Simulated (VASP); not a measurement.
Input of a VASP 6.6.1 run:

INCAR

```
PREC = Accurate
ENCUT = 520
EDIFF = 1E-6
ISMEAR = 0
SIGMA = 0.15
LREAL = False
LASPH = True
NELM = 100
ALGO = Fast
ISIF = 2
LWAVE = False
LCHARG = False
GGA = PE
NBANDS = 11
```

Contents of KPOINTS:

```
Automatic mesh
0
Gamma
  14 14 14
```

Contents of POSCAR:

```
Ba
1.0
    0.0000000000      3.2569099903      3.2569099903
    3.2326650028      0.0242449875      3.2326650028
    3.2326650028      3.2326650028      0.0242449875
Ba
1
Direct
    0.0000000000      0.0000000000      0.0000000000
```

Potentials or basis: VASP PAW PBE potentials, release 64 (Ba_sv).

Run with:

```sh
$ cat potpaw_PBE.64/Ba_sv/POTCAR > POTCAR
$ mpirun -np 1 vasp_std > vasp.out
```

(1) What does it give for the band gap on the k mesh?

(2) What does it give for the pressure?

## Answers

(1) zero (bands 5 and 6 overlap by 0.20 eV).

(2) -0.4 GPa.

Caveat: the cell differs from its parent crystal (strain +0.0150 x Voigt [0, 0, 0, 1, 0, 0]); spin-orbit coupling is left out, which moves the levels of the heavy elements.
